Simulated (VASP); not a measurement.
Input of a VASP 6.6.1 run:

The input INCAR:

```
  ALGO = Normal
  EDIFF = 1E-6
  ENCUT = 520
  GGA = PE
  ISIF = 2
  ISMEAR = 0
  LASPH = True
  LCHARG = False
  LREAL = False
  LWAVE = False
  NBANDS = 30
  NELM = 100
  PREC = Accurate
  SIGMA = 0.1
```

File KPOINTS:

```
k-points
0
Gamma
  12 12 8
```

POSCAR

```
ZrO5
1.0
    3.7340264754      0.0000000000      0.0000000000
   -1.8670132377      3.2337617861      0.0000000000
    0.0000000000      0.0000000000      5.6144950421
Zr O
1 5
Direct
    0.0000000000      0.0000000000      0.0000000000
    0.5000000000      0.0000000000      0.5000000000
    0.5000000000      0.5000000000      0.5000000000
    0.0000000000      0.5000000000      0.5000000000
    0.3333333333      0.6666666667      0.0000000000
    0.6666666667      0.3333333333      0.0000000000
```

Potentials or basis: VASP PAW PBE potentials, release 64 (Zr_sv, O).

Run with:

```console
$ cat potpaw_PBE.64/Zr_sv/POTCAR potpaw_PBE.64/O/POTCAR > POTCAR
$ mpirun -np 1 vasp_std > vasp.out
```

(1) Predict the band gap on the k mesh.

(2) What does it give for the pressure?

Results:

(1) zero (bands 21 and 22 overlap by 1.36 eV).

(2) 0.1 GPa.
